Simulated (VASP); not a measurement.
A run of VASP 6.6.1 is set up as follows.

Contents of POSCAR:

```
Mg
1.0
    3.0070362590      0.0000000000      0.0000000000
    0.0000000000      3.0070362590      0.0000000000
    0.0000000000      0.0000000000      3.0070362590
Mg
1
Direct
    0.5000000000      0.5000000000      0.5000000000
```

File INCAR.step1:

```
SYSTEM = Mg
PREC = Accurate ; ENCUT = 600
ISMEAR = 0 ; SIGMA = 0.1
LREAL = .FALSE. ; LASPH = .TRUE.
NELM = 80 ; GGA = PE
ALGO = Normal ; EDIFF = 1E-4
LWAVE = .TRUE. ; LCHARG = .FALSE.
```

The input INCAR.step2:

```
SYSTEM = Mg
PREC = Accurate ; ENCUT = 600
EDIFF = 1E-7 ; ISMEAR = 0
SIGMA = 0.1 ; LREAL = .FALSE.
LASPH = .TRUE. ; NELM = 80
ALGO = Normal ; ISIF = 3
LWAVE = .FALSE. ; LCHARG = .FALSE.
METAGGA = R2SCAN ; LMIXTAU = .TRUE.
IBRION = 2 ; NSW = 90
EDIFFG = -0.025 ; ISTART = 1
```

The input KPOINTS:

```
Automatic mesh
0
G
  12 12 12
  0 0 0
```

Potentials or basis: VASP PAW PBE potentials, release 64 (Mg).

Launch:

```sh
$ cat potpaw_PBE.64/Mg/POTCAR > POTCAR
$ cp INCAR.step1 INCAR
$ mpirun -np 1 vasp_std > vasp.out
$ cp INCAR.step2 INCAR
$ mpirun -np 1 vasp_std > vasp.out
```

**Question.** What does it give for the space group after relaxing (to 0.05 Å)?

**Answer.** Pm-3m (No. 221).

**Question.** Predict the relaxed volume.

**Answer.** 26.72 Å³/atom.

The path:
```
step  energy change (eV)  largest force (eV/Å)  pressure (GPa)  volume (Å³)
   1              0.0000                0.0000           -0.46        27.19
   2             -0.0006                0.0000           -0.19        26.89
   3             -0.0007                0.0000           -0.03        26.72
```

Caveat: the PAW data sets were made with another functional, which shifts forces and pressure a little.
